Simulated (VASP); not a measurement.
# Ti (I4/mmm) in VASP: further runs

Ti is run at these levels: r2SCAN; tasks: single point.

Program: VASP 6.6.1. These are calculated values, not measurements. Logs are shortened: lines on timing, memory, paths and dates and some standing lists are left out, and cuts for length are marked.

## Step 1: The cell of the first run

It takes space group I4/mmm (No. 139, tetragonal). Conventional cell: a = 3.014 Å, b = 3.014 Å, c = 4.060 Å, α = 90.00°, β = 90.00°, γ = 90.00°. Within 3.9 Å of Ti (site symmetry 4/mmm) lie 12 Ti at 2.94 to 3.01 Å.

## Step 2: Single point, r2SCAN (strain +0.050 along x and y, +0.000 along z)

Contents of POSCAR:

```
Ti
1.0
    0.0000000000      2.1315000000      2.0300000000
    2.1315000000      0.0000000000      2.0300000000
    2.1315000000      2.1315000000      0.0000000000
Ti
1
Direct
    0.0000000000      0.0000000000      0.0000000000
```

Contents of INCAR.step1:

```
ALGO = Normal ; EDIFF = 1E-4
ENCUT = 520 ; GGA = PE
ISMEAR = 0 ; LASPH = T
LCHARG = F ; LREAL = F
LWAVE = T ; NBANDS = 12
NELM = 80 ; PREC = Accurate
SIGMA = 0.15
```

Contents of INCAR.step2:

```
ALGO = Normal ; EDIFF = 1E-7
ENCUT = 520 ; ISIF = 2
ISMEAR = 0 ; ISTART = 1
LASPH = T ; LCHARG = T
LELF = T ; LMIXTAU = T
LREAL = F ; LVHAR = T
LWAVE = F ; METAGGA = R2SCAN
NBANDS = 12 ; NELM = 80
PREC = Accurate ; SIGMA = 0.15
```

Contents of KPOINTS:

```
k-points
0
Gamma
  20 20 20
```

Potentials or basis: VASP PAW PBE potentials, release 64 (Ti_sv).

Run with:

```
> cat potpaw_PBE.64/Ti_sv/POTCAR > POTCAR
> cp INCAR.step1 INCAR
> mpirun -np 1 vasp_std > vasp.out
> cp INCAR.step2 INCAR
> mpirun -np 1 vasp_std > vasp.out
```

OUTCAR:

```text
EDIFF = 1E-7
   ENCUT = 520
   ISIF = 2
   ISMEAR = 0
   ISTART = 1
   LASPH = T
   LREAL = F
   METAGGA = R2SCAN
   NELM = 80
   PREC = Accurate

 ion  position               nearest neighbor table
   1  0.000  0.000  0.000-

  LATTYP: Found a body centered tetragonal cell.
 ALAT       =     3.0143962082
 C/A-ratio  =     1.3468700594

  Lattice vectors:

 A1 = (   0.0000000000,  -2.1315000000,  -2.0300000000)
 A2 = (   0.0000000000,   2.1315000000,  -2.0300000000)
 A3 = (   2.1315000000,   0.0000000000,   2.0300000000)

Analysis of symmetry for initial positions (statically):
=====================================================================
 Subroutine PRICEL returns:
 Original cell was already a primitive cell.

 Routine SETGRP: Setting up the symmetry group for a
 body centered tetragonal supercell.

 Subroutine GETGRP returns: Found 16 space group operations
 (whereof 16 operations were pure point group operations)
 out of a pool of 16 trial point group operations.

The static configuration has the point symmetry D_4h.

Analysis of symmetry for dynamics (positions and initial velocities):
=====================================================================
 Subroutine PRICEL returns:
 Original cell was already a primitive cell.

 Routine SETGRP: Setting up the symmetry group for a
 body centered tetragonal supercell.

 Subroutine GETGRP returns: Found 16 space group operations
 (whereof 16 operations were pure point group operations)
 out of a pool of 16 trial point group operations.

The dynamic configuration has the point symmetry D_4h.

 Subroutine INISYM returns: Found 16 space group operations
 (whereof 16 operations are pure point group operations),
 and found     1 'primitive' translations

----------------------------------------------------------------------------------------

                                     Primitive cell

  volume of cell :      18.4458

  direct lattice vectors                    reciprocal lattice vectors
     0.000000000  2.131500000  2.030000000    -0.234576589  0.234576589  0.246305419
     2.131500000  0.000000000  2.030000000     0.234576589 -0.234576589  0.246305419
     2.131500000  2.131500000  0.000000000     0.234576589  0.234576589 -0.246305419

  length of vectors
     2.943500000  2.943500000  3.014396208     0.413181209  0.413181209  0.413181209

  position of ions in fractional coordinates (direct lattice)
     0.000000000  0.000000000  0.000000000

  ion indices of the primitive-cell ions
   primitive index   ion index
                 1           1

----------------------------------------------------------------------------------------

 KPOINTS: k-points

Automatic generation of k-mesh.
 Grid dimensions read from file:
 generate k-points for:   20   20   20

 Generating k-lattice:

  Cartesian coordinates                     Fractional coordinates (reciprocal lattice)
    -0.011728829  0.011728829  0.012315271     0.050000000 -0.000000000  0.000000000
     0.011728829 -0.011728829  0.012315271    -0.000000000  0.050000000  0.000000000
     0.011728829  0.011728829 -0.012315271     0.000000000  0.000000000  0.050000000

  Length of vectors
     0.020659060  0.020659060  0.020659060

  Shift w.r.t. Gamma in fractional coordinates (k-lattice)
     0.000000000  0.000000000  0.000000000

 Subroutine IBZKPT returns following result:
 ===========================================

 Found    641 irreducible k-points:

 Following reciprocal coordinates:
            Coordinates               Weight
  0.000000  0.000000  0.000000      1.000000
  0.050000 -0.000000  0.000000      8.000000
  0.100000  0.000000  0.000000      8.000000
  0.150000 -0.000000  0.000000      8.000000
  0.200000  0.000000  0.000000      8.000000
  0.250000  0.000000  0.000000      8.000000
[... 16 lines left out ...]
 -0.400000  0.050000  0.000000      8.000000
 -0.350000  0.050000  0.000000      8.000000
 [... further k-points ...]
   k-points           NKPTS =    641   k-points in BZ     NKDIM =    641   number of bands    NBANDS=     12
   number of dos      NEDOS =    301   number of ions     NIONS =      1
   total plane-waves  NPLWV =  13824
   dimension x,y,z NGX =    24 NGY =   24 NGZ =   24
   dimension x,y,z NGXF=    48 NGYF=   48 NGZF=   48
   ions per type =               1
   NGX,Y,Z   is equivalent  to a cutoff of  13.55, 13.55, 13.24 a.u.
   NGXF,Y,Z  is equivalent  to a cutoff of  27.11, 27.11, 26.47 a.u.
 SYSTEM =  unknown system
   PREC   = accura    normal or accurate (medium, high low for compatibility)
   ISTART =      1    job   : 0-new  1-cont  2-samecut
   ICHARG =      0    charge: 1-file 2-atom 10-const
   ISPIN  =      1    spin polarized calculation?
   LNONCOLLINEAR =      F non collinear calculations
   LSORBIT =      F    spin-orbit coupling
   LASPH  =      T    aspherical Exc in radial PAW
   ENCUT  =  520.0 eV  38.22 Ry    6.18 a.u.   5.47  5.47  5.60*2*pi/ulx,y,z
   NELM   =     80;   NELMIN=  2; NELMDL=  0     # of ELM steps
   EDIFF  = 0.1E-06   stopping-criterion for ELM
   LREAL  =      F    real-space projection
   EDIFFG = 0.1E-05   stopping-criterion for IOM
   NSW    =      0    number of steps for IOM
   IBRION =     -1    ionic relax: 0-MD 1-quasi-New 2-CG
   NFREE  =      0    steps in history (QN), initial steepest desc. (CG)
   ISIF   =      2    stress and relaxation
   ISYM   =      2    0-nonsym 1-usesym 2-fastsym
   POTIM  = 0.5000    time-step for ionic-motion
   TEBEG  =    0.0;   TEEND  =   0.0 temperature during run
   PSTRESS=    0.0 pullay stress
   NELECT =      12.0000    total number of electrons
   NUPDOWN=      -1.0000    fix difference up-down
   EMIN   =  10.00;   EMAX   =-10.00  energy-range for DOS
   EFERMI =   0.00;   METHOD = LEGACY
   ISMEAR =     0;   SIGMA  =   0.15  broadening in eV -4-tet -1-fermi 0-gaus
   EFERMI_NEDOS =   21; number of points for ismear=-14 and -15
   IALGO  =     38    algorithm
   IMIX   =      4    mixing-type and parameters
     AMIX     =   0.40;   BMIX     =  1.00
     AMIX_MAG =   1.60;   BMIX_MAG =  1.00
  volume/ion in A,a.u.               =      18.45       124.48
  Fermi-wavevector in a.u.,A,eV,Ry     =   1.418523  2.680620 27.377740  2.012207
  Thomas-Fermi vector in A             =   2.539639
   LORBIT       =      0    0 simple, 1 ext, 2 COOP (PROOUT), +10 PAW based schemes
   METAGGA = R2SCAN    functional components
   LHFCALC =     F    Hartree Fock is set to
   AEXX    =    0.0000 exact exchange contribution
   IVDW    =     0    specifies the selected vdW correction
   LEPSILON=     F    determine dielectric tensor
   LRPA    =     F    only Hartree local field effects (RPA)
 non-spin polarized calculation
 Gauss-broadening in eV      SIGMA  =   0.15
  energy-cutoff  :      520.00
  volume of cell :       18.45
 maximum number of plane-waves:       523
 NGX is ok and might be reduce to    24
   NGX = 11   NGY = 11   NGZ = 11

 number of electron      11.9999998 magnetization

 Free energy of the ion-electron system (eV)
  ---------------------------------------------------
  ext. energy  EPLUGINS =         0.00000000
  ---------------------------------------------------
  free energy    TOTEN  =       -12.86705920 eV

  energy without entropy =      -12.84790497  energy(sigma->0) =      -12.85748208

 E-fermi :   7.5927     XC(G=0): -12.1076

 val. band max:        7.5920280970   @ k =  -0.1500   0.0500   0.1500
 cond. band min:       7.5968165841   @ k =  -0.2500   0.3000   0.1500
 fundamental gap:      0.0047884871
 Fermi energy:         7.5927414168

 k-point     1 :       0.0000    0.0000    0.0000
  band No.  band energies     occupation
      1     -51.5723      2.00000
      2     -26.4373      2.00000
      3     -26.4373      2.00000
      4     -26.4345      2.00000
      5       1.2739      2.00000
      6       8.4490      0.00000
      7       8.4490      0.00000
      8       8.7879      0.00000
      9      10.0166      0.00000
     10      10.4006      0.00000
     11      23.1006      0.00000
     12      27.2661      0.00000

 k-point     2 :       0.0500   -0.0000    0.0000
  band No.  band energies     occupation
      1     -51.5698      2.00000
      2     -26.4508      2.00000
      3     -26.4396      2.00000
      4     -26.4367      2.00000
      5       1.3538      2.00000
      6       8.4258      0.00000
      7       8.4768      0.00000
      8       8.7885      0.00000
      9      10.0020      0.00000
     10      10.3784      0.00000
     11      23.1522      0.00000
     12      26.7473      0.00000

 k-point     3 :       0.1000    0.0000    0.0000
  band No.  band energies     occupation
      1     -51.5627      2.00000
      2     -26.4926      2.00000
      3     -26.4462      2.00000
      4     -26.4407      2.00000
      5       1.5898      2.00000
      6       8.3276      0.00000
      7       8.5501      0.00000
      8       8.8219      0.00000
      9       9.9706      0.00000
     10      10.3213      0.00000
     11      23.2281      0.00000
     12      25.5106      0.00000

 k-point     4 :       0.1500   -0.0000    0.0000
  band No.  band energies     occupation
      1     -51.5517      2.00000
      2     -26.5573      2.00000
      3     -26.4564      2.00000
      4     -26.4469      2.00000
      5       1.9699      2.00000
      6       8.1460      0.00000
      7       8.6358      0.00000
      8       8.9011      0.00000
      9       9.9597      0.00000
     10      10.2582      0.00000
     11      22.9358      0.00000
     12      24.4441      0.00000

 k-point     5 :       0.2000    0.0000    0.0000
  band No.  band energies     occupation
      1     -51.5377      2.00000
      2     -26.6382      2.00000
      3     -26.4693      2.00000
      4     -26.4546      2.00000
      5       2.4727      2.00000
      6       7.9246      0.00176
      7       8.6824      0.00000
      8       8.9786      0.00000
      9      10.0250      0.00000
     10      10.2375      0.00000
     11      21.8118      0.00000
     12      24.0593      0.00000
[... 228 lines left out ...]
      1     -51.4706      2.00000
      2     -27.0033      2.00000
      3     -26.5326      2.00000
      4     -26.4995      2.00000
      5       5.0858      2.00000
      6       7.7943      0.05744
      7       8.3507      0.00000
      8       8.6856      0.00000
      9      11.1744      0.00000
     10      11.2484      0.00000
     11      15.5720      0.00000
     12      22.3303      0.00000

 k-point    22 :      -0.4500    0.0500    0.0000
  band No.  band energies     occupation
      1     -51.4717      2.00000
      2     -26.9969      2.00000
      3     -26.5292      2.00000
      4     -26.5018      2.00000
      5       5.0532      2.00000
      6       7.7654      0.10363
      7       8.3560      0.00000
      8       8.6941      0.00000
      9      11.1629      0.00000
     10      11.1999      0.00000
     11      15.6955      0.00000
     12      22.3709      0.00000

 k-point    23 :      -0.4000    0.0500    0.0000
  band No.  band energies     occupation
      1     -51.4776      2.00000
      2     -26.9645      2.00000
      3     -26.5217      2.00000
      4     -26.5013      2.00000
      5       4.8561      2.00000
      6       7.6311      0.71756
      7       8.4035      0.00000
      8       8.7178      0.00000
      9      10.9618      0.00000
     10      11.1142      0.00000
     11      16.3522      0.00000
     12      22.5616      0.00000

 k-point    24 :      -0.3500    0.0500    0.0000
  band No.  band energies     occupation
      1     -51.4877      2.00000
      2     -26.9090      2.00000
      3     -26.5107      2.00000
      4     -26.4979      2.00000
      5       4.4695      2.00000
      6       7.5217      1.49673
      7       8.4875      0.00000
      8       8.7731      0.00000
      9      10.6797      0.00000
     10      10.9525      0.00000
     11      17.3859      0.00000
     12      22.8793      0.00000

 [... further k-points ...]

------------------------ aborting loop because EDIFF is reached ----------------------------------------

  FORCE on cell =-STRESS in cart. coord.  units (eV):
  Direction    XX          YY          ZZ          XY          YZ          ZX
  --------------------------------------------------------------------------------------
  -------------------------------------------------------------------------------------
  Total       -0.7265719     -0.7265719     -0.5374968      0.0000000      0.0000000      0.0000000
  in kB      -63.1091683    -63.1091683    -46.6863288      0.0000000      0.0000000      0.0000000
  external PRESSURE =     -57.6348885 kB  Pullay stress =       0.0000000 kB

 VOLUME and BASIS-vectors are now :
 -----------------------------------------------------------------------------
  energy-cutoff  :      520.00
  volume of cell :       18.45
      direct lattice vectors                 reciprocal lattice vectors
     0.000000000  2.131500000  2.030000000    -0.234576589  0.234576589  0.246305419
     2.131500000  0.000000000  2.030000000     0.234576589 -0.234576589  0.246305419
     2.131500000  2.131500000  0.000000000     0.234576589  0.234576589 -0.246305419

 POSITION                                       TOTAL-FORCE (eV/Angst)
 -----------------------------------------------------------------------------------
      0.00000      0.00000      0.00000        -0.000000      0.000000     -0.000000
 -----------------------------------------------------------------------------------
    total drift:                               -0.000000     -0.000000     -0.000000

  FREE ENERGIE OF THE ION-ELECTRON SYSTEM (eV)
  ---------------------------------------------------
  free  energy   TOTEN  =       -12.8670591986 eV

  energy  without entropy=      -12.8479049663  energy(sigma->0) =      -12.85748208
```

Wall time 6.3 min (1 thread of AMD EPYC 9R45 (Zen 5), shared host); peak memory 0.23 GiB.

Results:

* Free energy: -12.8671 eV
* Pressure: -5.8 GPa
* Band gap on the k mesh: zero (bands 6 and 7 overlap by 1.39 eV)

Stress tensor (GPa, compression positive):
```
-6.31  0.00  0.00
 0.00 -6.31  0.00
 0.00  0.00 -4.67
```

Caveat: the cell differs from its parent crystal (strain +0.050 along x and y, +0.000 along z); the cell stands under tension; the PAW data sets were made with another functional, which shifts forces and pressure a little.

## Step 3: Single point, r2SCAN (strain +0.000 along x and y, -0.050 along z)

Contents of POSCAR:

```
Ti
1.0
    0.0000000000      2.0300000000      1.9285000000
    2.0300000000      0.0000000000      1.9285000000
    2.0300000000      2.0300000000      0.0000000000
Ti
1
Direct
    0.0000000000      0.0000000000      0.0000000000
```

Contents of INCAR.step1:

```
PREC = Accurate
ENCUT = 520
ISMEAR = 0
SIGMA = 0.15
LREAL = F
LASPH = T
NELM = 60
NBANDS = 12
GGA = PE
ALGO = Normal
EDIFF = 1E-4
LWAVE = T
LCHARG = F
```

Contents of INCAR.step2:

```
PREC = Accurate
ENCUT = 520
EDIFF = 1E-6
ISMEAR = 0
SIGMA = 0.15
LREAL = F
LASPH = T
NELM = 60
ALGO = Normal
ISIF = 2
LWAVE = F
LCHARG = T
METAGGA = R2SCAN
LMIXTAU = T
LELF = T
LVHAR = T
NBANDS = 12
ISTART = 1
```

Contents of KPOINTS:

```
regular mesh
0
Gamma
  20 20 20
```

Potentials or basis: VASP PAW PBE potentials, release 64 (Ti_sv).

Run with:

```
> cat potpaw_PBE.64/Ti_sv/POTCAR > POTCAR
> cp INCAR.step1 INCAR
> mpirun -np 1 vasp_std > vasp.out
> cp INCAR.step2 INCAR
> mpirun -np 1 vasp_std > vasp.out
```

Run time: 5.1 min. Hardware: 1 thread of Intel Xeon Platinum 8259CL at 2.50GHz (Skylake/Cascade Lake), shared host; peak memory 0.24 GiB.

The run converged. Its results:

```yaml
Free_energy: -12.8314 eV
Pressure: 11.8 GPa
Band_gap_on_the_k_mesh: zero (bands 6 and 7 overlap by 1.57 eV)
```

Stress tensor (GPa, compression positive):
```
11.23  0.00  0.00
 0.00 11.23  0.00
 0.00  0.00 12.82
```

Levels at points of the mesh, in eV from the Fermi level:
| k point | band 4 | band 5 | band 6 | band 7 | band 8 | band 9 |
| --- | --- | --- | --- | --- | --- | --- |
| (0.00, 0.00, 0.00) | -33.56 | -6.65 | 0.94 | 0.94 | 1.36 | 2.81 |
| (0.50, 0.00, 0.00) | -33.65 | -2.92 | 0.71 | 0.72 | 1.23 | 4.13 |
| (0.50, 0.50, 0.00) | -33.93 | -3.00 | -2.16 | 4.04 | 4.30 | 4.54 |
| (0.50, 0.00, 0.50) | -33.82 | -2.99 | -1.96 | 2.91 | 4.29 | 4.36 |

Caveat: the cell differs from its parent crystal (strain +0.000 along x and y, -0.050 along z); the cell stands under pressure; the PAW data sets were made with another functional, which shifts forces and pressure a little.

(Continued in part 2 of 2.)
